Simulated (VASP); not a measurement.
# Zr3O (P6_322) in VASP: further runs, part 2 of 2

VASP 6.6.1. The steps go on from the part before.

### 5 Single point, PBEsol

This run uses another cell than the first one, of the same volume but with other edges.

INCAR reads:

```
ALGO = Normal
EDIFF = 1E-6
ENCUT = 520
GGA = PS
ISIF = 2
ISMEAR = 0
LASPH = T
LCHARG = T
LELF = T
LREAL = F
LVHAR = T
LWAVE = F
NBANDS = 52
NELM = 100
PREC = Accurate
SIGMA = 0.15
```

KPOINTS reads:

```
k-points
0
Gamma
  9 9 8
```

POSCAR reads:

```
Zr3O
1.0
    5.8497104291      0.0000000000      0.0000000000
   -2.9248552145      5.0659978364      0.0000000000
    0.0000000000      0.0000000000      4.6984874166
Zr O
6 2
Direct
    0.3327567562      0.0000000000      0.0000000000
    0.3327567562      0.3327567562      0.5000000000
    0.0000000000      0.3327567562      0.0000000000
    0.6672432438      0.0000000000      0.5000000000
    0.6672432438      0.6672432438      0.0000000000
    0.0000000000      0.6672432438      0.5000000000
    0.3333333333      0.6666666667      0.2500000000
    0.6666666667      0.3333333333      0.7500000000
```

Potentials or basis: VASP PAW PBE potentials, release 64 (Zr_sv, O).

Launch:

```sh
cat potpaw_PBE.64/Zr_sv/POTCAR potpaw_PBE.64/O/POTCAR > POTCAR
mpirun -np 1 vasp_std > vasp.out
```

OUTCAR:

```text
EDIFF = 1E-6
   ENCUT = 520
   GGA = PS
   ISIF = 2
   ISMEAR = 0
   LASPH = T
   LREAL = F
   NELM = 100
   PREC = Accurate

 ion  position               nearest neighbor table
   1  0.333  0.000  0.000-   7 2.28   8 2.28   2 3.05   2 3.05   6 3.05   6 3.05   4 3.06   4 3.06
                             3 3.37   5 3.37   5 3.38   3 3.38   5 3.38   3 3.38
   2  0.333  0.333  0.500-   7 2.28   8 2.28   1 3.05   1 3.05   3 3.05   3 3.05   5 3.06   5 3.06
                             6 3.37   4 3.37   6 3.38   4 3.38   4 3.38   6 3.38
   3  0.000  0.333  0.000-   8 2.28   7 2.28   2 3.05   2 3.05   4 3.05   4 3.05   6 3.06   6 3.06
                             1 3.37   5 3.37   5 3.38   1 3.38   1 3.38   5 3.38
[... 1545 lines left out ...]
  external PRESSURE =      -0.3335414 kB  Pullay stress =       0.0000000 kB

 VOLUME and BASIS-vectors are now :
 -----------------------------------------------------------------------------
  energy-cutoff  :      520.00
  volume of cell :      139.24
      direct lattice vectors                 reciprocal lattice vectors
     5.849710429  0.000000000  0.000000000     0.170948633  0.098697239  0.000000000
    -2.924855214  5.065997836  0.000000000     0.000000000  0.197394478  0.000000000
     0.000000000  0.000000000  4.698487417     0.000000000  0.000000000  0.212834453

 POSITION                                       TOTAL-FORCE (eV/Angst)
 -----------------------------------------------------------------------------------
      1.94653      0.00000      0.00000         0.719635      0.000000      0.000000
      0.97327      1.68575      2.34924         0.359817      0.623222      0.000000
     -0.97327      1.68575      0.00000        -0.359817      0.623222     -0.000000
      3.90318      0.00000      2.34924        -0.719635      0.000000      0.000000
      1.95159      3.38025      0.00000        -0.359817     -0.623222      0.000000
     -1.95159      3.38025      2.34924         0.359817     -0.623222     -0.000000
     -0.00000      3.37733      1.17462        -0.000000      0.000000     -0.000000
      2.92486      1.68867      3.52387        -0.000000      0.000000     -0.000000
 -----------------------------------------------------------------------------------
    total drift:                                0.000001     -0.000001      0.000000

  FREE ENERGIE OF THE ION-ELECTRON SYSTEM (eV)
  ---------------------------------------------------
  free  energy   TOTEN  =       -75.7040434465 eV

  energy  without entropy=      -75.6610192642  energy(sigma->0) =      -75.68253136
```

OSZICAR:

```text
N       E                     dE             d eps       ncg     rms          rms(c)
DAV:   1     0.917827079977E+03    0.91783E+03   -0.45600E+04  6256   0.164E+03
DAV:   2     0.533796278428E+01   -0.91249E+03   -0.89156E+03  7104   0.492E+02
DAV:   3    -0.745136601238E+02   -0.79852E+02   -0.78411E+02  9580   0.117E+02
DAV:   4    -0.809028173784E+02   -0.63892E+01   -0.63534E+01  9456   0.284E+01
DAV:   5    -0.812646589637E+02   -0.36184E+00   -0.36163E+00  8488   0.521E+00    0.348E+01
DAV:   6    -0.761072850435E+02    0.51574E+01   -0.25589E+01  8268   0.213E+01    0.155E+01
DAV:   7    -0.757318678595E+02    0.37542E+00   -0.37722E+00  7660   0.732E+00    0.637E+00
DAV:   8    -0.757001969304E+02    0.31671E-01   -0.43796E-01  8096   0.286E+00    0.134E+00
DAV:   9    -0.757059785775E+02   -0.57816E-02   -0.86898E-02  8188   0.141E+00    0.500E-01
DAV:  10    -0.757040856952E+02    0.18929E-02   -0.16453E-02  8240   0.518E-01    0.850E-02
DAV:  11    -0.757040598361E+02    0.25859E-04   -0.64138E-04  7652   0.120E-01    0.393E-02
DAV:  12    -0.757040423382E+02    0.17498E-04   -0.17536E-04  8768   0.555E-02    0.724E-03
DAV:  13    -0.757040439638E+02   -0.16255E-05   -0.12975E-05  7520   0.157E-02    0.325E-03
DAV:  14    -0.757040434465E+02    0.51729E-06   -0.74124E-07  4164   0.422E-03
   1 F= -.75704043E+02 E0= -.75682531E+02  d E =-.430242E-01
```

stdout:

```text
POSCAR found type information on POSCAR ZrO
 POSCAR found :  2 types and       8 ions
 scaLAPACK will be used
 -----------------------------------------------------------------------------
|                                                                             |
|                                                                             |
|     You enforced a specific xc type in the INCAR file but a different       |
|     I HOPE YOU KNOW WHAT YOU ARE DOING!                                     |
|                                                                             |
 -----------------------------------------------------------------------------

 LDA part: xc-table for (Slater+PW92), standard interpolation
 POSCAR, INCAR and KPOINTS ok, starting setup
 FFT: planning ... GRIDC
 FFT: planning ... GRID_SOFT
 FFT: planning ... GRID
 WAVECAR not read
 entering main loop
```

It took 5.3 min on 1 thread of AMD EPYC 9R45 (Zen 5), shared host; peak memory 0.43 GiB.

What came out:

| Item | Value |
| --- | --- |
| Free energy | -75.7040 eV |
| Pressure | 0.0 GPa |
| Largest force | 0.720 eV/Å |
| Band gap on the k mesh | zero (bands 42 and 43 overlap by 0.73 eV) |

Forces in eV/Å, atoms in the order of the input:
```
Zr   0.720  0.000  0.000
Zr   0.360  0.623  0.000
Zr  -0.360  0.623  0.000
Zr  -0.720  0.000  0.000
Zr  -0.360 -0.623  0.000
Zr   0.360 -0.623  0.000
O    0.000  0.000  0.000
O    0.000  0.000  0.000
```

Caveat: the PAW data sets were made with another functional, which shifts forces and pressure a little.

### 6 Single point, PBEsol

This run uses another cell than the first one, of the same volume but with other edges.

INCAR reads:

```
PREC = Accurate
ENCUT = 520
EDIFF = 1E-6
ISMEAR = 0
SIGMA = 0.15
LREAL = False
LASPH = True
NELM = 60
ALGO = Normal
ISIF = 2
LWAVE = False
LCHARG = False
GGA = PS
NBANDS = 52
```

KPOINTS reads:

```
regular mesh
0
Gamma
  9 9 8
```

POSCAR reads:

```
Zr3O
1.0
    5.7109074789      0.0000000000      0.0000000000
   -2.8554537395      4.9457909554      0.0000000000
    0.0000000000      0.0000000000      4.9296553358
Zr O
6 2
Direct
    0.3529025719      0.0000000000      0.0000000000
    0.3529025719      0.3529025719      0.5000000000
    0.0000000000      0.3529025719      0.0000000000
    0.6470974281      0.0000000000      0.5000000000
    0.6470974281      0.6470974281      0.0000000000
    0.0000000000      0.6470974281      0.5000000000
    0.3333333333      0.6666666667      0.2500000000
    0.6666666667      0.3333333333      0.7500000000
```

Potentials or basis: VASP PAW PBE potentials, release 64 (Zr_sv, O).

Launch:

```sh
cat potpaw_PBE.64/Zr_sv/POTCAR potpaw_PBE.64/O/POTCAR > POTCAR
mpirun -np 1 vasp_std > vasp.out
```

Run time: 3.9 min. Hardware: 1 thread of Intel Xeon 6975P-C (Granite Rapids), shared host; peak memory 0.46 GiB.

The run converged. Its results:

```
Free energy            : -76.3081 eV
Pressure               : 3.0 GPa
Largest force          : 0.904 eV/Å
Band gap on the k mesh : zero (bands 42 and 43 overlap by 0.98 eV)
```

Forces in eV/Å, atoms in the order of the input:
```
Zr  -0.904  0.000  0.000
Zr  -0.452 -0.783  0.000
Zr   0.452 -0.783  0.000
Zr   0.904  0.000  0.000
Zr   0.452  0.783  0.000
Zr  -0.452  0.783  0.000
O    0.000  0.000  0.000
O    0.000  0.000  0.000
```

Stress tensor (GPa, compression positive):
```
-0.34  0.00  0.00
 0.00 -0.34  0.00
 0.00  0.00  9.62
```

Levels at points of the mesh, in eV from the Fermi level:
| k point | band 39 | band 40 | band 41 | band 42 | band 43 | band 44 | band 45 | band 46 |
| --- | --- | --- | --- | --- | --- | --- | --- | --- |
| (0.00, 0.00, 0.00) | -1.22 | -1.22 | 0.45 | 0.69 | 0.69 | 0.93 | 0.93 | 1.15 |
| (0.00, 0.00, 0.50) | -0.45 | -0.45 | -0.21 | -0.21 | -0.05 | -0.05 | 0.33 | 0.33 |

Caveat: the PAW data sets were made with another functional, which shifts forces and pressure a little.

### 7 The runs side by side

```csv
cell,gap on the mesh (eV),pressure (GPa),largest force (eV/Å)
"a = 5.414, b = 5.414, c = 5.486 Å, angles 90.0, 90.0, 120.0°, 8 atoms, atomic positions A",none,-1.1,2.43
"a = 5.779, b = 5.779, c = 4.815 Å, angles 90.0, 90.0, 120.0°, 8 atoms, atomic positions B",none,3.2,0.88
"a = 5.525, b = 5.525, c = 5.267 Å, angles 90.0, 90.0, 120.0°, 8 atoms, atomic positions B",none,2.8,0.96
"a = 5.850, b = 5.850, c = 4.698 Å, angles 90.0, 90.0, 120.0°, 8 atoms, atomic positions C",none,0.0,0.72
"a = 5.711, b = 5.711, c = 4.930 Å, angles 90.0, 90.0, 120.0°, 8 atoms, atomic positions B",none,3.0,0.90
```

Alike in all rows: task single point; level PBEsol; potentials or basis VASP PAW PBE potentials, release 64 (Zr_sv, O); no spin polarisation; k mesh 9 × 9 × 8; cutoff (eV) 520; smearing gaussian 0.15 eV.

Caveats: the PAW data sets were made with another functional, which shifts forces and pressure a little; the cell stands under pressure (at least some runs).

Absolute energies hang on the potentials; compare differences alone.
